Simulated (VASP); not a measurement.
Input of a VASP 6.6.1 run:

File POSCAR:

```
Pd
1.0
    0.0000000000      1.9387450000      1.9387450000
    1.9387450000      0.0000000000      1.9387450000
    1.9387450000      1.9387450000      0.0000000000
Pd
1
Direct
    0.0000000000      0.0000000000      0.0000000000
```

INCAR.step1

```
SYSTEM = Pd
PREC = Accurate ; ENCUT = 550
ISMEAR = -1 ; SIGMA = 0.05
LREAL = .FALSE. ; LASPH = .TRUE.
NELM = 120 ; NBANDS = 11
GGA = PE ; ALGO = Normal
EDIFF = 1E-5 ; LWAVE = .TRUE.
LCHARG = .FALSE. ; GGA_COMPAT = .FALSE.
```

Contents of INCAR.step2:

```
SYSTEM = Pd
PREC = Accurate ; ENCUT = 550
EDIFF = 1E-6 ; ISMEAR = -1
SIGMA = 0.05 ; LREAL = .FALSE.
LASPH = .TRUE. ; NELM = 120
ALGO = Normal ; ISIF = 2
LWAVE = .FALSE. ; LCHARG = .TRUE.
METAGGA = R2SCAN ; LMIXTAU = .TRUE.
LELF = .TRUE. ; LVHAR = .TRUE.
NBANDS = 11 ; ISTART = 1
GGA_COMPAT = .FALSE.
```

KPOINTS

```
regular mesh
0
G
  11 11 11
  0 0 0
```

Potentials or basis: VASP PAW PBE potentials, release 64 (Pd).

Launch:

```sh
$ cat potpaw_PBE.64/Pd/POTCAR > POTCAR
$ cp INCAR.step1 INCAR
$ mpirun -np 1 vasp_std > vasp.out
$ cp INCAR.step2 INCAR
$ mpirun -np 1 vasp_std > vasp.out
```

Question: Predict the pressure.

Answer: 5.8 GPa.

Question: Predict the band gap on the k mesh.

Answer: Zero (band 5 reaches 10.08 eV, above the bottom of band 6 at 8.45 eV).

Caveat: the PAW data sets were made with another functional, which shifts forces and pressure a little.
